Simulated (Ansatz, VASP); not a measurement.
# La3Tl: VASP beside Ansatz

```
La Tl
1.0
     5.00940    0.00000    0.00000
     0.00000    5.00940    0.00000
     0.00000    0.00000    5.06000
La Tl
3 1
Direct
  0.00000 0.50000 0.50000
  0.50000 0.00000 0.50000
  0.50000 0.50000 0.00000
  0.00000 0.00000 0.00000
```

Change from the starting cell: equal xx and yy strain of -1 %.

Alike in both runs: task single point; functional LDA; k mesh 8 × 8 × 8; occupations fermi-dirac, width 0.08 eV; no spin polarisation.

```csv
,VASP,Ansatz
version,VASP 6.6.1,Ansatz 0.2.0
potentials or method,"VASP PAW LDA potentials, release 64 (La, Tl_d), cutoff 520 eV","all-electron LAPW, scalar-relativistic"
```

VASP gave:

- pressure (GPa): -3.0
- traceless stress, the component that is largest in VASP (GPa): -0.18

Q: What did Ansatz give for the same quantities?

A: Pressure (GPa): -2.9; traceless stress, the component that is largest in VASP (GPa): -0.18.

LDA's correlation is that of Perdew and Zunger in VASP and of Perdew and Wang (1992) in Ansatz. Ansatz ran all-electron here, and VASP with PAW potentials.

Neither program's run includes spin-orbit coupling.
